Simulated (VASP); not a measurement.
# Mo (Immm) in VASP: a series of runs, part 2 of 2

VASP 6.6.1. Earlier steps stand in the parts before.

## Step 4: Single point, LDA

Input file INCAR:

```
SYSTEM = Mo
  PREC = Accurate
  ENCUT = 520
  EDIFF = 1E-6
  ISMEAR = 0
  SIGMA = 0.15
  LREAL = .False.
  LASPH = .True.
  NELM = 80
  ALGO = Fast
  ISIF = 2
  LWAVE = .False.
  LCHARG = .True.
  LELF = .True.
  LVHAR = .True.
  NBANDS = 13
```

Input file KPOINTS:

```
Automatic mesh
0
Gamma
  20 20 20
  0 0 0
```

Input file POSCAR:

```
Mo
1.0
   -1.3223313170      1.7890364876      1.5556839023
    1.3223313170     -1.7890364876      1.5556839023
    1.3223313170      1.7890364876     -1.5556839023
Mo
1
Direct
    0.0000000000      0.0000000000      0.0000000000
```

Potentials or basis: VASP PAW LDA potentials, release 64 (Mo_sv).

Run with:

```sh
$ cat potpaw_LDA.64/Mo_sv/POTCAR > POTCAR
$ mpirun -np 1 vasp_std > vasp.out
```

OUTCAR:

```text
SYSTEM = Mo
   PREC = Accurate
   ENCUT = 520
   EDIFF = 1E-6
   ISMEAR = 0
   LREAL = .False.
   LASPH = .True.
   NELM = 80
   ISIF = 2

 ion  position               nearest neighbor table
   1  0.000  0.000  0.000-

  LATTYP: Found a body centered orthorhombic cell.
 ALAT       =     2.6446626340
 B/A-ratio  =     1.1764705882
 C/A-ratio  =     1.3529411764

  Lattice vectors:

 A1 = (   1.3223313170,  -1.7890364876,  -1.5556839023)
 A2 = (  -1.3223313170,  -1.7890364876,   1.5556839023)
 A3 = (  -1.3223313170,   1.7890364876,  -1.5556839023)

Analysis of symmetry for initial positions (statically):
=====================================================================
 Subroutine PRICEL returns:
 Original cell was already a primitive cell.

 Routine SETGRP: Setting up the symmetry group for a
 body centered orthorhombic supercell.

 Subroutine GETGRP returns: Found  8 space group operations
 (whereof  8 operations were pure point group operations)
 out of a pool of  8 trial point group operations.

The static configuration has the point symmetry D_2h.

Analysis of symmetry for dynamics (positions and initial velocities):
=====================================================================
 Subroutine PRICEL returns:
 Original cell was already a primitive cell.

 Routine SETGRP: Setting up the symmetry group for a
 body centered orthorhombic supercell.

 Subroutine GETGRP returns: Found  8 space group operations
 (whereof  8 operations were pure point group operations)
 out of a pool of  8 trial point group operations.

The dynamic configuration has the point symmetry D_2h.

 Subroutine INISYM returns: Found  8 space group operations
 (whereof  8 operations are pure point group operations),
 and found     1 'primitive' translations

----------------------------------------------------------------------------------------

                                     Primitive cell

  volume of cell :      14.7211

  direct lattice vectors                    reciprocal lattice vectors
    -1.322331317  1.789036488  1.555683902     0.000000000  0.279480046  0.321402053
     1.322331317 -1.789036488  1.555683902     0.378120062  0.000000000  0.321402053
     1.322331317  1.789036488 -1.555683902     0.378120062  0.279480046  0.000000000

  length of vectors
     2.714657266  2.714657266  2.714657266     0.425920622  0.496260074  0.470195574

  position of ions in fractional coordinates (direct lattice)
     0.000000000  0.000000000  0.000000000

  ion indices of the primitive-cell ions
   primitive index   ion index
                 1           1

----------------------------------------------------------------------------------------

 KPOINTS: Automatic mesh

Automatic generation of k-mesh.
 Grid dimensions read from file:
 generate k-points for:   20   20   20

 Generating k-lattice:

  Cartesian coordinates                     Fractional coordinates (reciprocal lattice)
     0.000000000  0.013974002  0.016070103     0.050000000 -0.000000000  0.000000000
     0.018906003  0.000000000  0.016070103    -0.000000000  0.050000000  0.000000000
     0.018906003  0.013974002  0.000000000    -0.000000000  0.000000000  0.050000000

  Length of vectors
     0.021296031  0.024813004  0.023509779

  Shift w.r.t. Gamma in fractional coordinates (k-lattice)
     0.000000000  0.000000000  0.000000000

 Subroutine IBZKPT returns following result:
 ===========================================

 Found   1166 irreducible k-points:

 Following reciprocal coordinates:
            Coordinates               Weight
  0.000000  0.000000  0.000000      1.000000
  0.050000  0.000000 -0.000000      4.000000
  0.100000  0.000000 -0.000000      4.000000
  0.150000  0.000000 -0.000000      4.000000
  0.200000  0.000000 -0.000000      4.000000
  0.250000  0.000000 -0.000000      4.000000
[... 16 lines left out ...]
 -0.450000  0.050000  0.000000      8.000000
 -0.400000  0.050000  0.000000      8.000000
 [... further k-points ...]
   k-points           NKPTS =   1166   k-points in BZ     NKDIM =   1166   number of bands    NBANDS=     13
   number of dos      NEDOS =    301   number of ions     NIONS =      1
   total plane-waves  NPLWV =   8000
   dimension x,y,z NGX =    20 NGY =   20 NGZ =   20
   dimension x,y,z NGXF=    40 NGYF=   40 NGZF=   40
   ions per type =               1
   NGX,Y,Z   is equivalent  to a cutoff of  12.25, 12.25, 12.25 a.u.
   NGXF,Y,Z  is equivalent  to a cutoff of  24.50, 24.50, 24.50 a.u.
 SYSTEM =  Mo
   PREC   = accura    normal or accurate (medium, high low for compatibility)
   ISTART =      0    job   : 0-new  1-cont  2-samecut
   ICHARG =      2    charge: 1-file 2-atom 10-const
   ISPIN  =      1    spin polarized calculation?
   LNONCOLLINEAR =      F non collinear calculations
   LSORBIT =      F    spin-orbit coupling
   LASPH  =      T    aspherical Exc in radial PAW
   ENCUT  =  520.0 eV  38.22 Ry    6.18 a.u.   5.05  5.05  5.05*2*pi/ulx,y,z
   NELM   =     80;   NELMIN=  2; NELMDL= -5     # of ELM steps
   EDIFF  = 0.1E-05   stopping-criterion for ELM
   LREAL  =      F    real-space projection
   EDIFFG = 0.1E-04   stopping-criterion for IOM
   NSW    =      0    number of steps for IOM
   IBRION =     -1    ionic relax: 0-MD 1-quasi-New 2-CG
   NFREE  =      0    steps in history (QN), initial steepest desc. (CG)
   ISIF   =      2    stress and relaxation
   ISYM   =      2    0-nonsym 1-usesym 2-fastsym
   POTIM  = 0.5000    time-step for ionic-motion
   TEBEG  =    0.0;   TEEND  =   0.0 temperature during run
   PSTRESS=    0.0 pullay stress
   NELECT =      14.0000    total number of electrons
   NUPDOWN=      -1.0000    fix difference up-down
   EMIN   =  10.00;   EMAX   =-10.00  energy-range for DOS
   EFERMI =   0.00;   METHOD = LEGACY
   ISMEAR =     0;   SIGMA  =   0.15  broadening in eV -4-tet -1-fermi 0-gaus
   EFERMI_NEDOS =   21; number of points for ismear=-14 and -15
   IALGO  =     68    algorithm
   IMIX   =      4    mixing-type and parameters
     AMIX     =   0.40;   BMIX     =  1.00
     AMIX_MAG =   1.60;   BMIX_MAG =  1.00
  volume/ion in A,a.u.               =      14.72        99.34
  Fermi-wavevector in a.u.,A,eV,Ry     =   1.609919  3.042305 35.264092  2.591838
  Thomas-Fermi vector in A             =   2.705552
   LORBIT       =      0    0 simple, 1 ext, 2 COOP (PROOUT), +10 PAW based schemes
   GGA     = CA    functional components
   LHFCALC =     F    Hartree Fock is set to
   AEXX    =    0.0000 exact exchange contribution
   IVDW    =     0    specifies the selected vdW correction
   LEPSILON=     F    determine dielectric tensor
   LRPA    =     F    only Hartree local field effects (RPA)
 non-spin polarized calculation
 RMM-DIIS sequential band-by-band and
 Gauss-broadening in eV      SIGMA  =   0.15
  energy-cutoff  :      520.00
  volume of cell :       14.72
 maximum number of plane-waves:       412
   NGX = 11   NGY = 11   NGZ = 11

 number of electron      14.0000002 magnetization

 Free energy of the ion-electron system (eV)
  ---------------------------------------------------
  ext. energy  EPLUGINS =         0.00000000
  ---------------------------------------------------
  free energy    TOTEN  =       -11.70122619 eV

  energy without entropy =      -11.69003975  energy(sigma->0) =      -11.69563297

 E-fermi :  13.2774     XC(G=0): -13.9155

 val. band max:       13.2772940635   @ k =   0.1000   0.0000  -0.0000
 cond. band min:      13.2775626400   @ k =   0.3500  -0.1500   0.0500
 fundamental gap:      0.0002685764
 Fermi energy:        13.2773613653

 k-point     1 :       0.0000    0.0000    0.0000
  band No.  band energies     occupation
      1     -47.4102      2.00000
      2     -20.8478      2.00000
      3     -20.7312      2.00000
      4     -20.4421      2.00000
      5       6.0816      2.00000
      6      10.5640      2.00000
      7      12.5668      2.00000
      8      13.1764      1.65895
      9      14.2782      0.00000
     10      16.2998      0.00000
     11      26.5284      0.00000
     12      28.7090      0.00000
     13      32.6391      0.00000
[... 353 lines left out ...]
 k-point    24 :      -0.4000    0.0500    0.0000
  band No.  band energies     occupation
      1     -47.1700      2.00000
      2     -22.1936      2.00000
      3     -20.7565      2.00000
      4     -20.7175      2.00000
      5       8.2777      2.00000
      6      12.1381      2.00000
      7      12.5442      2.00000
      8      12.8050      1.99999
      9      15.3929      0.00000
     10      17.5975      0.00000
     11      25.5931      0.00000
     12      27.7085      0.00000
     13      34.1241      0.00000

 [... further k-points ...]
[... 5 lines left out ...]
  --------------------------------------------------------------------------------------
  -------------------------------------------------------------------------------------
  Total        2.9233949      0.3028679      0.6972853      0.0000000      0.0000000     -0.0000000
  in kB      318.1685464     32.9627143     75.8892490      0.0000000      0.0000000     -0.0000000
  external PRESSURE =     142.3401699 kB  Pullay stress =       0.0000000 kB

 VOLUME and BASIS-vectors are now :
 -----------------------------------------------------------------------------
  energy-cutoff  :      520.00
  volume of cell :       14.72
      direct lattice vectors                 reciprocal lattice vectors
    -1.322331317  1.789036488  1.555683902     0.000000000  0.279480046  0.321402053
     1.322331317 -1.789036488  1.555683902     0.378120062  0.000000000  0.321402053
     1.322331317  1.789036488 -1.555683902     0.378120062  0.279480046  0.000000000

 POSITION                                       TOTAL-FORCE (eV/Angst)
 -----------------------------------------------------------------------------------
      0.00000      0.00000      0.00000        -0.000000     -0.000000      0.000000
 -----------------------------------------------------------------------------------
    total drift:                                0.000000     -0.000000      0.000000

  FREE ENERGIE OF THE ION-ELECTRON SYSTEM (eV)
  ---------------------------------------------------
  free  energy   TOTEN  =       -11.7012261938 eV

  energy  without entropy=      -11.6900397528  energy(sigma->0) =      -11.69563297
```

OSZICAR:

```text
N       E                     dE             d eps       ncg     rms          rms(c)
DAV:   1     0.966613765533E+02    0.96661E+02   -0.79209E+03 30612   0.112E+03
DAV:   2    -0.110947998502E+02   -0.10776E+03   -0.10373E+03 33516   0.322E+02
DAV:   3    -0.123197145207E+02   -0.12249E+01   -0.12206E+01 34296   0.354E+01
DAV:   4    -0.123227314717E+02   -0.30170E-02   -0.30168E-02 33221   0.206E+00
DAV:   5    -0.123227514946E+02   -0.20023E-04   -0.20023E-04 34511   0.152E-01    0.177E+01
RMM:   6    -0.117903602466E+02    0.53239E+00   -0.57356E-01 30325   0.735E+00    0.540E+00
RMM:   7    -0.117062573985E+02    0.84103E-01   -0.15818E-01 31284   0.371E+00    0.772E-01
RMM:   8    -0.117012105036E+02    0.50469E-02   -0.10224E-02 34564   0.116E+00    0.120E-01
RMM:   9    -0.117012198518E+02   -0.93482E-05   -0.12182E-03 34673   0.389E-01    0.905E-02
RMM:  10    -0.117012297035E+02   -0.98517E-05   -0.15570E-04 34543   0.147E-01    0.420E-02
RMM:  11    -0.117012254525E+02    0.42510E-05   -0.45012E-05 34801   0.755E-02    0.100E-02
RMM:  12    -0.117012261938E+02   -0.74135E-06   -0.68335E-06 32410   0.299E-02
   1 F= -.11701226E+02 E0= -.11695633E+02  d E =-.111864E-01
```

It took 3.2 min on 1 thread of Intel Xeon 8259CL, shared host; peak memory 0.3 GiB.

What came out:

* Free energy: -11.7012 eV
* Pressure: 14.2 GPa
* Band gap on the k mesh: zero (bands 7 and 8 overlap by 5.63 eV)

Stress tensor (GPa, compression positive):
```
31.82  0.00  0.00
 0.00  3.30  0.00
 0.00  0.00  7.59
```

Levels at points of the mesh, in eV from the Fermi level:
| k point | band 4 | band 5 | band 6 | band 7 | band 8 | band 9 | band 10 | band 11 |
| --- | --- | --- | --- | --- | --- | --- | --- | --- |
| (0.00, 0.00, 0.00) | -33.72 | -7.20 | -2.71 | -0.71 | -0.10 | 1.00 | 3.02 | 13.25 |
| (0.50, 0.00, 0.00) | -34.00 | -5.20 | -1.06 | -0.84 | 0.96 | 2.19 | 5.02 | 11.41 |
| (0.00, 0.50, 0.00) | -34.35 | -5.73 | -4.82 | 2.76 | 3.63 | 5.10 | 5.17 | 12.62 |
| (0.50, 0.50, 0.00) | -34.20 | -5.47 | -3.41 | 0.34 | 2.64 | 4.49 | 4.86 | 12.34 |
| (0.50, 0.50, 0.50) | -34.35 | -5.97 | -5.30 | 4.35 | 4.81 | 5.14 | 6.17 | 9.50 |

Caveat: the cell differs from its parent crystal (strain +e along x and -e along y -0.1500, strain +e along z and -e/2 along x and y +0.0000); the cell stands under pressure.

## Step 5: Single point, LDA

Input file INCAR:

```
SYSTEM = Mo
PREC = Accurate
ENCUT = 520
EDIFF = 1E-6
ISMEAR = 0
SIGMA = 0.15
LREAL = .False.
LASPH = .True.
NELM = 60
ALGO = Fast
ISIF = 2
LWAVE = .False.
LCHARG = .False.
NBANDS = 13
```

KPOINTS is that of step 4.

Input file POSCAR:

```
Mo
1.0
   -1.3145528974      1.6256896779      1.7268091316
    1.3145528974     -1.6256896779      1.7268091316
    1.3145528974      1.6256896779     -1.7268091316
Mo
1
Direct
    0.0000000000      0.0000000000      0.0000000000
```

Run with:

```sh
$ cat potpaw_LDA.64/Mo_sv/POTCAR > POTCAR
$ mpirun -np 1 vasp_std > vasp.out
```

It took 2.8 min on 1 thread of Intel Xeon 8259CL, shared host; peak memory 0.3 GiB.

It converged, with:

```
Free energy            : -11.6964 eV
Pressure               : 14.2 GPa
Band gap on the k mesh : zero (bands 7 and 8 overlap by 6.13 eV)
```

Stress tensor (GPa, compression positive):
```
36.11  0.00  0.00
 0.00  4.01  0.00
 0.00  0.00  2.55
```

Levels at points of the mesh, in eV from the Fermi level:
```tsv
k point	band 4	band 5	band 6	band 7	band 8	band 9	band 10	band 11
(0.00, 0.00, 0.00)	-33.75	-7.23	-3.01	-0.76	0.19	0.66	3.24	13.61
(0.50, 0.00, 0.00)	-34.04	-5.22	-0.90	-0.80	0.80	1.55	5.07	11.23
(0.00, 0.50, 0.00)	-34.30	-5.58	-4.00	0.95	2.89	4.63	4.94	12.34
(0.50, 0.50, 0.00)	-34.36	-5.69	-4.60	1.99	3.31	4.96	5.06	12.48
(0.50, 0.50, 0.50)	-34.38	-6.03	-5.38	4.41	4.62	5.14	6.93	8.36
```

Caveat: the cell differs from its parent crystal (strain +e along x and -e along y -0.1000, strain +e along z and -e/2 along x and y +0.1100); the cell stands under pressure.

## Step 6: Summary

```csv
cell,gap on the mesh (eV),pressure (GPa)
"a = 2.716 Å, angles 120.3, 96.0, 113.0°, 1 atom",none,12.8
"a = 2.716 Å, angles 123.1, 99.2, 107.1°, 1 atom",none,16.9
"a = 2.715 Å, angles 121.7, 97.5, 110.1°, 1 atom",none,14.2
"a = 2.712 Å, angles 122.0, 106.3, 100.9°, 1 atom",none,14.2
```

Alike in all rows: task single point; level LDA; potentials or basis VASP PAW LDA potentials, release 64 (Mo_sv); no spin polarisation; k mesh 20 × 20 × 20; cutoff (eV) 520; smearing gaussian 0.15 eV.

Caveats: the cell stands under pressure.

Total energies depend on the potentials used, so only differences within one code and one set of settings carry meaning.
